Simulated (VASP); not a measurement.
Wanted: the native input for a VASP 6.6.1 run.

| Quantity | Value |
| --- | --- |
| Task | single point |
| Functional | r2SCAN |
| Dispersion | rVV10 |
| Potentials or basis | VASP PAW PBE potentials, release 64 (Hf_pv) |
| Cutoff | 550 eV |
| k mesh | 10 × 10 × 10 |
| Occupations | fermi-dirac, width 0.01 eV |
| Spin | no spin polarisation |
| Dipole correction | no |
| Further INCAR settings | ALGO = Normal; EDIFF = 1e-06; NBANDS = 11 |

Crystal: Hf.

```xyz
1
Lattice="-1.8050 1.8050 1.8050 1.8050 -1.8050 1.8050 1.8050 1.8050 -1.8050" Properties=species:S:1:pos:R:3 pbc="T T T"
Hf    0.0000    0.0000    0.0000
```

This isn't the form of Hf at room conditions, which is hcp.

These files were run (other wordings do the same):

POSCAR

```
Hf
1.0
   -1.8050000000      1.8050000000      1.8050000000
    1.8050000000     -1.8050000000      1.8050000000
    1.8050000000      1.8050000000     -1.8050000000
Hf
1
Direct
    0.0000000000      0.0000000000      0.0000000000
```

INCAR.step1

```
SYSTEM = Hf
ALGO = Normal ; EDIFF = 1E-5
ENCUT = 550 ; GGA = PE
GGA_COMPAT = .FALSE. ; ISMEAR = -1
LASPH = .TRUE. ; LCHARG = .FALSE.
LREAL = .FALSE. ; LWAVE = .TRUE.
NBANDS = 11 ; NELM = 120
PREC = Accurate ; SIGMA = 0.01
```

INCAR.step2

```
SYSTEM = Hf
ALGO = Normal ; BPARAM = 11.95
CPARAM = 0.0093 ; EDIFF = 1E-6
ENCUT = 550 ; GGA_COMPAT = .FALSE.
ISIF = 2 ; ISMEAR = -1
ISTART = 1 ; IVDW_NL = 2
LASPH = .TRUE. ; LCHARG = .FALSE.
LMIXTAU = .TRUE. ; LREAL = .FALSE.
LUSE_VDW = .TRUE. ; LWAVE = .FALSE.
METAGGA = R2SCAN ; NBANDS = 11
NELM = 120 ; PREC = Accurate
SIGMA = 0.01
```

KPOINTS

```
k-points
0
G
  10 10 10
  0 0 0
```

Potentials or basis: VASP PAW PBE potentials, release 64 (Hf_pv).

Command:

```bash
$ cat potpaw_PBE.64/Hf_pv/POTCAR > POTCAR
$ cp INCAR.step1 INCAR
$ mpirun -np 1 vasp_std > vasp.out
$ cp INCAR.step2 INCAR
$ mpirun -np 1 vasp_std > vasp.out
```

It gave:

The pressure is -6.9 GPa. The band gap on the k mesh is zero (bands 5 and 6 overlap by 2.45 eV).

Caveat: the cell stands under tension; the PAW data sets were made with another functional, which shifts forces and pressure a little; spin-orbit coupling is left out, which moves the levels of the heavy elements.

Run time: 53 s on 1 thread of Intel(R) Xeon(R) Platinum 8375C CPU @ 2.90GHz (Ice Lake), with other jobs on the host, peak memory 0.22 GiB.
